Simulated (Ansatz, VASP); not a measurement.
# One calculation of ScAl5, two programs

```
CELL_PARAMETERS angstrom
1.95213 -2.11145 0.00000
1.95213 2.11145 0.00000
0.00000 0.00000 11.71276
ATOMIC_POSITIONS crystal
Sc 0.00000 0.00000 0.50000
Al 0.00000 0.00000 0.83333
Al 0.50000 0.50000 0.00000
Al 0.00000 0.00000 0.16667
Al 0.50000 0.50000 0.33333
Al 0.50000 0.50000 0.66667
```

Alike in both runs: task single point; functional PBE; k mesh 6 × 6 × 2; occupations gaussian, width 0.1 eV; no spin polarisation.

```csv
,VASP,Ansatz
version,VASP 6.6.1,Ansatz 0.2.0
potentials or method,"VASP PAW PBE potentials, release 64 (Sc_sv, Al), cutoff 520 eV","scalar-relativistic, plane waves, PAW"
valence electrons in the cell,26,26
```

Ansatz gave:

| Property | Result |
| --- | --- |
| gap on the k mesh at the Fermi level (eV) | none |
| pressure (GPa) | 8.9 |
| traceless stress, the component that is largest in VASP (GPa) | -5.53 |
| rms of the force components (eV/Å) | 0.288 |

**Question.** What did VASP give for the same quantities?

**Answer.** gap on the k mesh at the Fermi level (eV): none; pressure (GPa): 8.9; traceless stress, the component that is largest in VASP (GPa): -5.53; rms of the force components (eV/Å): 0.293.

Atom by atom the forces differ by 0.005 eV/Å (rms over components). A gap of «none» marks a metal or a gap that the smearing closes.

The k mesh is coarse, so the values compare programs but aren't converged.
